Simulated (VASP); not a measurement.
The system is BaTe.

```
Ba Te
1.0
     0.00000    3.60303    3.51271
     3.60303    0.00000    3.51271
     3.60303    3.60303    0.00000
Ba Te
1 1
Direct
  0.00000 0.00000 0.00000
  0.50000 0.50000 0.50000
```

This cell differs from its parent crystal: epitaxial xy strain +2.0%.

Base run:

```yaml
Program: VASP 6.6.1
Functional: PBE
Potentials_or_basis: VASP PAW PBE potentials, release 64 (Ba_sv, Te)
Cutoff: 520 eV
k_mesh: 6 × 6 × 6
Occupations: fermi-dirac, width 0.02 eV
Spin: no spin polarisation
```

Its results: band gap on the k mesh 1.61 eV, indirect (least direct gap 1.99 eV); pressure -0.6 GPa.

Q: The run is repeated on the same cell with these changes: functional from PBE to r2SCAN; occupations from fermi-dirac, width 0.02 eV to gaussian, width 0.01 eV. What comes out?

A: Band gap on the k mesh 1.95 eV, indirect (least direct gap 2.35 eV); pressure -0.7 GPa.

Caveats: spin-orbit coupling is left out, which moves the levels of the heavy elements; the PAW data sets were made with another functional, which shifts forces and pressure a little (some runs).

A k mesh can miss the band edges.
